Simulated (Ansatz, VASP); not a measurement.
**WS2 in VASP and in Ansatz**

The input POSCAR:

```
WS2
1.0
    1.5858867129      0.9506800648      6.2374759785
   -1.5858867129      0.9506800648      6.2374759785
    0.0000000000     -1.9013601296      6.2374759785
W S
1 2
Direct
    0.0018401689      0.0018401689     -0.0016721205
    0.2511047084      0.2511047084      0.2525874354
    0.4157551228      0.4157551228      0.4177846852
```

File INCAR.step1:

```
PREC = Accurate
ENCUT = 520
ISMEAR = 0
SIGMA = 0.01
LREAL = F
LASPH = T
NELM = 80
NBANDS = 20
GGA = PE
ALGO = Normal
EDIFF = 1E-4
LWAVE = T
LCHARG = F
```

INCAR.step2

```
PREC = Accurate
ENCUT = 520
EDIFF = 1E-6
ISMEAR = 0
SIGMA = 0.01
LREAL = F
LASPH = T
NELM = 80
ALGO = Normal
ISIF = 2
LWAVE = F
LCHARG = F
METAGGA = R2SCAN
LMIXTAU = T
NBANDS = 20
ISTART = 1
```

KPOINTS

```
regular mesh
0
Gamma
  10 10 10
```

Input for Ansatz:

```yaml
crystal:
  lattice:
    - [1.5858867129, 0.9506800648, 6.2374759785]
    - [-1.5858867129, 0.9506800648, 6.2374759785]
    - [0.0, -1.9013601296, 6.2374759785]
  atoms:
    - { symbol: W, position: [0.0018401689, 0.0018401689, -0.0016721205] }
    - { symbol: S, position: [0.2511047084, 0.2511047084, 0.2525874354] }
    - { symbol: S, position: [0.4157551228, 0.4157551228, 0.4177846852] }
kpoints:
  mp_grid: { grid: [10, 10, 10] }
  band_path:
    path:
      - [0.0, 0.0, 0.0]
      - [-0.5, -0.5, -0.5]
      - [-0.5, -0.1810319447, -0.8189680553]
      - [-0.1810319447, 0.1810319447, -0.5]
      - [0.0, 0.0, -0.5]
      - [0.0, 0.3405159723, -0.3405159723]
      - [-0.3405159723, 0.0, -0.6594840277]
      - [-0.5, 0.0, -0.5]
      - [-0.1629287502, 0.1629287502, -0.5]
      - [-0.070312, -0.393229, 0.270833]
    npoints: 1
hamiltonian:
  xc: r2scan
scf:
  occupations: { method: fixed }
  n_extra_bands: 4
output:
  forces: true
  stress: true
  eigenvalues: true
```

Change from the starting cell: uniaxial_y strain +3.8%.

Alike in both runs: task single point; functional r2SCAN; k mesh 10 × 10 × 10; no spin polarisation.

|  | VASP | Ansatz |
| --- | --- | --- |
| version | VASP 6.6.1 | Ansatz 0.2.0 |
| potentials or method | VASP PAW PBE potentials, release 64 (W_sv, S) | plane waves, PAW |
| plane-wave cutoff (eV) | 520 | 500 |
| occupations | gaussian, width 0.01 eV | fixed |
| valence electrons in the cell | 26 | 26 |

Ansatz gave:

* gap on the k mesh at the Fermi level (eV): 1.03
* pressure (GPa): -2.6
* traceless stress, the component that is largest in VASP (GPa): -4.89
* rms of the force components (eV/Å): 0.024

**Question.** Which values does VASP return?

**Answer.** gap on the k mesh at the Fermi level (eV): 1.06; pressure (GPa): -2.4; traceless stress, the component that is largest in VASP (GPa): -4.86; rms of the force components (eV/Å): 0.015.

VASP's potentials were made for PBE, not for r2SCAN. Atom by atom the forces differ by 0.009 eV/Å (rms over components).

Spin-orbit coupling is off throughout.
